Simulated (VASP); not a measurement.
# Pd (Fm-3m) in VASP: further runs

Runs on Pd. Level: PBE. Tasks: single point, relaxation of cell and atoms.

Everything below comes from runs of VASP 6.6.1. Logs are shortened: lines on timing, memory, paths and dates and some standing lists are left out, and cuts for length are marked.

### Step 1. The cell of the first run

It takes space group Fm-3m (No. 225, cubic). The conventional cell has a = 4.019 Å, b = 4.019 Å, c = 4.019 Å, α = 90.00°, β = 90.00°, γ = 90.00°. Within 3.7 Å of Pd (site symmetry m-3m) lie 12 Pd at 2.84 Å.

### Step 2. Single point, PBE

The input, INCAR:

```
ALGO = Normal ; EDIFF = 1E-6
ENCUT = 520 ; GGA = PE
ISIF = 2 ; ISMEAR = -1
LASPH = True ; LCHARG = True
LELF = True ; LREAL = False
LVHAR = True ; LWAVE = False
NBANDS = 11 ; NELM = 60
PREC = Accurate ; SIGMA = 0.05
```

The input, KPOINTS:

```
k-points
0
Gamma
  18 18 18
```

The input, POSCAR:

```
Pd
1.0
    0.0000000000      2.0093012257      2.0093012257
    2.0093012257      0.0000000000      2.0093012257
    2.0093012257      2.0093012257      0.0000000000
Pd
1
Direct
    0.0000000000      0.0000000000      0.0000000000
```

Potentials or basis: VASP PAW PBE potentials, release 64 (Pd).

Started as:

```console
$ cat potpaw_PBE.64/Pd/POTCAR > POTCAR
$ mpirun -np 1 vasp_std > vasp.out
```

OUTCAR:

```text
EDIFF = 1E-6
   ENCUT = 520
   GGA = PE
   ISIF = 2
   ISMEAR = -1
   LASPH = True
   LREAL = False
   NELM = 60
   PREC = Accurate

 ion  position               nearest neighbor table
   1  0.000  0.000  0.000-

  LATTYP: Found a face centered cubic cell.
 ALAT       =     4.0186024514

  Lattice vectors:

 A1 = (   0.0000000000,   2.0093012257,   2.0093012257)
 A2 = (   2.0093012257,   0.0000000000,   2.0093012257)
 A3 = (   2.0093012257,   2.0093012257,   0.0000000000)

Analysis of symmetry for initial positions (statically):
=====================================================================
 Subroutine PRICEL returns:
 Original cell was already a primitive cell.

 Routine SETGRP: Setting up the symmetry group for a
 face centered cubic supercell.

 Subroutine GETGRP returns: Found 48 space group operations
 (whereof 48 operations were pure point group operations)
 out of a pool of 48 trial point group operations.

The static configuration has the point symmetry O_h .

Analysis of symmetry for dynamics (positions and initial velocities):
=====================================================================
 Subroutine PRICEL returns:
 Original cell was already a primitive cell.

 Routine SETGRP: Setting up the symmetry group for a
 face centered cubic supercell.

 Subroutine GETGRP returns: Found 48 space group operations
 (whereof 48 operations were pure point group operations)
 out of a pool of 48 trial point group operations.

The dynamic configuration has the point symmetry O_h .

 Subroutine INISYM returns: Found 48 space group operations
 (whereof 48 operations are pure point group operations),
 and found     1 'primitive' translations

----------------------------------------------------------------------------------------

                                     Primitive cell

  volume of cell :      16.2243

  direct lattice vectors                    reciprocal lattice vectors
     0.000000000  2.009301226  2.009301226    -0.248842729  0.248842729  0.248842729
     2.009301226  0.000000000  2.009301226     0.248842729 -0.248842729  0.248842729
     2.009301226  2.009301226  0.000000000     0.248842729  0.248842729 -0.248842729

  length of vectors
     2.841581044  2.841581044  2.841581044     0.431008249  0.431008249  0.431008249

  position of ions in fractional coordinates (direct lattice)
     0.000000000  0.000000000  0.000000000

  ion indices of the primitive-cell ions
   primitive index   ion index
                 1           1

----------------------------------------------------------------------------------------

 KPOINTS: k-points

Automatic generation of k-mesh.
 Grid dimensions read from file:
 generate k-points for:   18   18   18

 Generating k-lattice:

  Cartesian coordinates                     Fractional coordinates (reciprocal lattice)
    -0.013824596  0.013824596  0.013824596     0.055555556  0.000000000  0.000000000
     0.013824596 -0.013824596  0.013824596     0.000000000  0.055555556  0.000000000
     0.013824596  0.013824596 -0.013824596     0.000000000  0.000000000  0.055555556

  Length of vectors
     0.023944903  0.023944903  0.023944903

  Shift w.r.t. Gamma in fractional coordinates (k-lattice)
     0.000000000  0.000000000  0.000000000

 Subroutine IBZKPT returns following result:
 ===========================================

 Found    195 irreducible k-points:

 Following reciprocal coordinates:
            Coordinates               Weight
  0.000000  0.000000  0.000000      1.000000
  0.055556  0.000000  0.000000      8.000000
  0.111111  0.000000  0.000000      8.000000
  0.166667  0.000000  0.000000      8.000000
  0.222222  0.000000  0.000000      8.000000
  0.277778  0.000000  0.000000      8.000000
[... 16 lines left out ...]
 -0.277778  0.055556  0.000000     24.000000
 -0.222222  0.055556  0.000000     24.000000
 [... further k-points ...]
   k-points           NKPTS =    195   k-points in BZ     NKDIM =    195   number of bands    NBANDS=     11
   number of dos      NEDOS =    301   number of ions     NIONS =      1
   total plane-waves  NPLWV =  13824
   dimension x,y,z NGX =    24 NGY =   24 NGZ =   24
   dimension x,y,z NGXF=    48 NGYF=   48 NGZF=   48
   ions per type =               1
   NGX,Y,Z   is equivalent  to a cutoff of  14.04, 14.04, 14.04 a.u.
   NGXF,Y,Z  is equivalent  to a cutoff of  28.08, 28.08, 28.08 a.u.
 SYSTEM =  unknown system
   PREC   = accura    normal or accurate (medium, high low for compatibility)
   ISTART =      0    job   : 0-new  1-cont  2-samecut
   ICHARG =      2    charge: 1-file 2-atom 10-const
   ISPIN  =      1    spin polarized calculation?
   LNONCOLLINEAR =      F non collinear calculations
   LSORBIT =      F    spin-orbit coupling
   LASPH  =      T    aspherical Exc in radial PAW
   ENCUT  =  520.0 eV  38.22 Ry    6.18 a.u.   5.28  5.28  5.28*2*pi/ulx,y,z
   NELM   =     60;   NELMIN=  2; NELMDL= -5     # of ELM steps
   EDIFF  = 0.1E-05   stopping-criterion for ELM
   LREAL  =      F    real-space projection
   EDIFFG = 0.1E-04   stopping-criterion for IOM
   NSW    =      0    number of steps for IOM
   IBRION =     -1    ionic relax: 0-MD 1-quasi-New 2-CG
   NFREE  =      0    steps in history (QN), initial steepest desc. (CG)
   ISIF   =      2    stress and relaxation
   ISYM   =      2    0-nonsym 1-usesym 2-fastsym
   POTIM  = 0.5000    time-step for ionic-motion
   TEBEG  =    0.0;   TEEND  =   0.0 temperature during run
   PSTRESS=    0.0 pullay stress
   NELECT =      10.0000    total number of electrons
   NUPDOWN=      -1.0000    fix difference up-down
   EMIN   =  10.00;   EMAX   =-10.00  energy-range for DOS
   EFERMI =   0.00;   METHOD = LEGACY
   ISMEAR =    -1;   SIGMA  =   0.05  broadening in eV -4-tet -1-fermi 0-gaus
   EFERMI_NEDOS =   21; number of points for ismear=-14 and -15
   IALGO  =     38    algorithm
   IMIX   =      4    mixing-type and parameters
     AMIX     =   0.40;   BMIX     =  1.00
     AMIX_MAG =   1.60;   BMIX_MAG =  1.00
  volume/ion in A,a.u.               =      16.22       109.49
  Fermi-wavevector in a.u.,A,eV,Ry     =   1.393220  2.632805 26.409761  1.941063
  Thomas-Fermi vector in A             =   2.516887
   LORBIT       =      0    0 simple, 1 ext, 2 COOP (PROOUT), +10 PAW based schemes
   GGA     = PE    functional components
   LHFCALC =     F    Hartree Fock is set to
   AEXX    =    0.0000 exact exchange contribution
   IVDW    =     0    specifies the selected vdW correction
   LEPSILON=     F    determine dielectric tensor
   LRPA    =     F    only Hartree local field effects (RPA)
 non-spin polarized calculation
  energy-cutoff  :      520.00
  volume of cell :       16.22
 maximum number of plane-waves:       448
 NGX is ok and might be reduce to    24
   NGX = 11   NGY = 11   NGZ = 11

 number of electron      10.0000001 magnetization

 Free energy of the ion-electron system (eV)
  ---------------------------------------------------
  ext. energy  EPLUGINS =         0.00000000
  ---------------------------------------------------
  free energy    TOTEN  =        -5.20406099 eV

  energy without entropy =       -5.18356188  energy(sigma->0) =       -5.19381143

 E-fermi :   8.2533     XC(G=0): -12.5983

 val. band max:        8.2524895697   @ k =  -0.4444   0.3333   0.0000
 cond. band min:       8.2580683345   @ k =   0.5000   0.3333   0.0556
 fundamental gap:      0.0055787649
 Fermi energy:         8.2532824537

 k-point     1 :       0.0000    0.0000    0.0000
  band No.  band energies     occupation
      1       1.8305      2.00000
      2       5.8215      2.00000
      3       5.8215      2.00000
      4       5.8215      2.00000
      5       7.1980      2.00000
      6       7.1980      2.00000
      7      25.3603      0.00000
      8      29.5989      0.00000
      9      29.5989      0.00000
     10      29.5989      0.00000
     11      34.3899      0.00000

 k-point     2 :       0.0556    0.0000    0.0000
  band No.  band energies     occupation
      1       1.9340      2.00000
      2       5.7879      2.00000
      3       5.8555      2.00000
      4       5.8555      2.00000
      5       7.1825      2.00000
      6       7.1825      2.00000
      7      25.4483      0.00000
      8      28.8374      0.00000
      9      29.6976      0.00000
     10      29.6976      0.00000
     11      34.7782      0.00000

 k-point     3 :       0.1111    0.0000    0.0000
  band No.  band energies     occupation
      1       2.2342      2.00000
      2       5.7042      2.00000
      3       5.9443      2.00000
      4       5.9443      2.00000
      5       7.1503      2.00000
      6       7.1503      2.00000
      7      25.5818      0.00000
      8      27.3477      0.00000
      9      29.9713      0.00000
     10      29.9713      0.00000
     11      34.3844      0.00000

 k-point     4 :       0.1667    0.0000    0.0000
  band No.  band energies     occupation
      1       2.6916      2.00000
      2       5.6263      2.00000
      3       6.0438      2.00000
      4       6.0438      2.00000
      5       7.1479      2.00000
      6       7.1479      2.00000
      7      24.8299      0.00000
      8      26.4853      0.00000
      9      30.3422      0.00000
     10      30.3422      0.00000
     11      33.3781      0.00000
[... 239 lines left out ...]
 k-point    22 :      -0.3333    0.0556    0.0000
  band No.  band energies     occupation
      1       3.8057      2.00000
      2       5.9003      2.00000
      3       5.9712      2.00000
      4       6.8609      2.00000
      5       7.6535      1.99999
      6       8.3117      0.47421
      7      18.3416      0.00000
      8      25.3248      0.00000
      9      28.2796      0.00000
     10      30.2693      0.00000
     11      33.3264      0.00000

 k-point    23 :      -0.2778    0.0556    0.0000
  band No.  band energies     occupation
      1       3.7394      2.00000
      2       5.9537      2.00000
      3       6.0668      2.00000
      4       6.1649      2.00000
      5       7.3514      2.00000
      6       7.8736      1.99899
      7      20.3446      0.00000
      8      25.7592      0.00000
      9      28.8402      0.00000
     10      31.5483      0.00000
     11      32.4966      0.00000

 k-point    24 :      -0.2222    0.0556    0.0000
  band No.  band energies     occupation
      1       3.4424      2.00000
      2       5.6389      2.00000
      3       6.1062      2.00000
      4       6.1335      2.00000
      5       7.1053      2.00000
      6       7.5531      2.00000
      7      22.3881      0.00000
      8      26.1281      0.00000
      9      29.3318      0.00000
     10      31.9314      0.00000
     11      32.0856      0.00000

 [... further k-points ...]
[... 5 lines left out ...]
  --------------------------------------------------------------------------------------
  -------------------------------------------------------------------------------------
  Total       -0.8548673     -0.8548673     -0.8548673      0.0000000      0.0000000      0.0000000
  in kB      -84.4197662    -84.4197662    -84.4197662      0.0000000      0.0000000      0.0000000
  external PRESSURE =     -84.4197662 kB  Pullay stress =       0.0000000 kB

 VOLUME and BASIS-vectors are now :
 -----------------------------------------------------------------------------
  energy-cutoff  :      520.00
  volume of cell :       16.22
      direct lattice vectors                 reciprocal lattice vectors
     0.000000000  2.009301226  2.009301226    -0.248842729  0.248842729  0.248842729
     2.009301226  0.000000000  2.009301226     0.248842729 -0.248842729  0.248842729
     2.009301226  2.009301226  0.000000000     0.248842729  0.248842729 -0.248842729

 POSITION                                       TOTAL-FORCE (eV/Angst)
 -----------------------------------------------------------------------------------
      0.00000      0.00000      0.00000         0.000000      0.000000      0.000000
 -----------------------------------------------------------------------------------
    total drift:                               -0.000000     -0.000000     -0.000000

  FREE ENERGIE OF THE ION-ELECTRON SYSTEM (eV)
  ---------------------------------------------------
  free  energy   TOTEN  =        -5.2040609851 eV

  energy  without entropy=       -5.1835618813  energy(sigma->0) =       -5.19381143
```

It took 33 s on 1 thread of AMD EPYC 9R14 (Zen 4), shared host; peak memory 0.14 GiB.

What came out:

* Free energy: -5.2041 eV
* Pressure: -8.4 GPa
* Band gap on the k mesh: zero (band 5 reaches 8.49 eV, above the bottom of band 6 at 7.15 eV)

Levels at points of the mesh, in eV from the Fermi level:
| k point | band 2 | band 3 | band 4 | band 5 | band 6 | band 7 | band 8 | band 9 |
| --- | --- | --- | --- | --- | --- | --- | --- | --- |
| (0.00, 0.00, 0.00) | -2.43 | -2.43 | -2.43 | -1.06 | -1.06 | 17.11 | 21.35 | 21.35 |
| (0.50, 0.00, 0.00) | -2.47 | -2.47 | -0.03 | -0.03 | 1.23 | 6.60 | 16.44 | 20.16 |
| (0.50, 0.50, 0.00) | -4.38 | -0.06 | 0.24 | 0.24 | 3.37 | 9.83 | 12.69 | 12.69 |

(Continued in part 2 of 2.)
